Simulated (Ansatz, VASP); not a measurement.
# One calculation of ZnF2, two programs

```
Zn F
1.0
     4.80003    0.00000    0.00000
     0.00000    4.80003    0.00000
     0.00000    0.00000    3.17549
Zn F
2 4
Direct
  0.00000 0.00000 0.00000
  0.50000 0.50000 0.50000
  0.30438 0.30438 0.00000
  0.19562 0.80438 0.50000
  0.69562 0.69562 0.00000
  0.80438 0.19562 0.50000
```

Alike in both runs: functional PBE; k mesh 6 × 6 × 8; occupations gaussian, width 0.02 eV; no spin polarisation.

Ansatz relaxed the structure, and its values are those at the end. VASP's run is a single point on that final structure, the one shown.

|  | VASP | Ansatz |
| --- | --- | --- |
| version | VASP 6.6.1 | Ansatz 0.2.0 |
| potentials or method | VASP PAW PBE potentials, release 64 (Zn, F), cutoff 600 eV | scalar-relativistic, plane waves, PAW |
| valence electrons in the cell | 52 | 52 |

|  | VASP | Ansatz | Ansatz less VASP |
| --- | --- | --- | --- |
| gap on the k mesh at the Fermi level (eV) | 3.46 | 3.52 | +0.065 |
| least direct gap on the mesh (eV) | 3.46 | 3.53 | +0.070 |
| pressure (GPa) | 0.3 | 0.0 | -0.30 |
| rms of the force components (eV/Å) | 0.006 | 0.000 | -0.0064 |

The functional is the same, so the differences come from potentials, cutoffs and numerics.
